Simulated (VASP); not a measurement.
Crystal: ZnSnN2.

```xyz
4
Lattice="1.5837 0.9143 5.1498 -1.5837 0.9143 5.1498 0.0000 -1.8287 5.1498" Properties=species:S:1:pos:R:3 pbc="T T T"
Zn    1.5837    0.9143    5.1498
Sn    0.0000    0.0000    7.7247
N     0.0000    0.0000    3.8078
N     0.0000    0.0000   11.6416
```

Base run:

- Program: VASP 6.6.1
- Functional: PBE
- Potentials or basis: VASP PAW PBE potentials, release 64 (Zn, Sn_d, N)
- Cutoff: 520 eV
- k mesh: 10 × 10 × 10
- Occupations: gaussian, width 0.01 eV
- Spin: no spin polarisation

Its results: band gap on the k mesh 0.73 eV, indirect (least direct gap 0.84 eV); pressure 6.9 GPa; largest force 0.187 eV/Å.

**Question.** The run is repeated on the same cell with these changes: functional from PBE to r2SCAN. What comes out?

**Answer.** Band gap on the k mesh 1.22 eV, indirect (least direct gap 1.32 eV); pressure 0.9 GPa; largest force 0.013 eV/Å.

r2SCAN gives the wider gap, since meta-GGAs in the generalised Kohn-Sham scheme recover part of the derivative discontinuity.

Caveats: spin-orbit coupling is left out, which moves the levels of the heavy elements; the PAW data sets were made with another functional, which shifts forces and pressure a little (some runs).

A k mesh can miss the band edges.
